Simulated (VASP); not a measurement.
A run of VASP 6.6.1 is set up as follows.

The input INCAR:

```
SYSTEM = GdIn
PREC = Accurate
ENCUT = 520
EDIFF = 1E-6
ISMEAR = -1
SIGMA = 0.1
LREAL = .FALSE.
LASPH = .TRUE.
NELM = 150
ALGO = Normal
ISIF = 2
LWAVE = .FALSE.
LCHARG = .FALSE.
ISPIN = 2
MAGMOM = 7 0
LORBIT = 11
LMAXMIX = 6
GGA = PS
NBANDS = 26
```

Contents of KPOINTS:

```
regular mesh
0
G
  8 8 8
  0 0 0
```

Contents of POSCAR:

```
GdIn
1.0
    3.7518147964      0.0000000000      0.0000000000
    0.0000000000      3.7518147964      0.0000000000
    0.0000000000      0.0000000000      3.7518147964
Gd In
1 1
Direct
    0.0000000000      0.0000000000      0.0000000000
    0.5000000000      0.5000000000      0.5000000000
```

Potentials or basis: VASP PAW PBE potentials, release 64 (Gd, In_d).

Launch:

```console
$ cat potpaw_PBE.64/Gd/POTCAR potpaw_PBE.64/In_d/POTCAR > POTCAR
$ mpirun -np 1 vasp_std > vasp.out
```

(1) Estimate the pressure.

(2) Predict the site moments.

(3) Estimate the net moment.

## Answers

(1) 0.0 GPa.

(2) Gd +6.83; In -0.03 μB.

(3) 7.18 μB per cell.

Caveat: the PAW data sets were made with another functional, which shifts forces and pressure a little.
